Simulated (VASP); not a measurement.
Runs of VASP 6.6.1 on TaN. The structure is that of space group P6_3mc (No. 186), or close to it. The cells are those of the table. 

```tsv
cell	gap on the mesh (eV)	pressure (GPa)	largest force (eV/Å)
a = 3.250, b = 3.250, c = 5.584 Å, angles 90.0, 90.0, 120.0°, 4 atoms	none	(b)	(c)
a = 2.999, b = 2.999, c = 6.558 Å, angles 90.0, 90.0, 120.0°, 4 atoms	none	-2.8	1.62
a = 3.121, b = 3.121, c = 5.812 Å, angles 90.0, 90.0, 120.0°, 4 atoms	none	16.7	1.21
a = 3.080, b = 3.080, c = 5.970 Å, angles 90.0, 90.0, 120.0°, 4 atoms	none	(a)	0.07
a = 3.039, b = 3.039, c = 6.132 Å, angles 90.0, 90.0, 120.0°, 4 atoms	none	10.8	0.83
a = 3.163, b = 3.163, c = 5.658 Å, angles 90.0, 90.0, 120.0°, 4 atoms	none	(d)	2.65
a = 2.998, b = 2.998, c = 6.298 Å, angles 90.0, 90.0, 120.0°, 4 atoms	none	9.4	1.51
a = 3.164, b = 3.164, c = 5.892 Å, angles 90.0, 90.0, 120.0°, 4 atoms	none	3.9	0.99
```

Alike in all rows: task single point; level PBEsol; potentials or basis VASP PAW PBE potentials, release 64 (Ta_pv, N); no spin polarisation; k mesh 18 × 18 × 8; cutoff (eV) 520; smearing gaussian 0.15 eV.

Q: Estimate the missing entries.

A: (a) 13.2; (b) 13.3; (c) 3.77; (d) 21.3.

Caveats: the PAW data sets were made with another functional, which shifts forces and pressure a little; spin-orbit coupling is left out, which moves the levels of the heavy elements.

A k mesh can miss the band edges, and the runs leave out spin-orbit coupling on Ta.

A gap of «none» marks levels without a gap at the run's occupations.
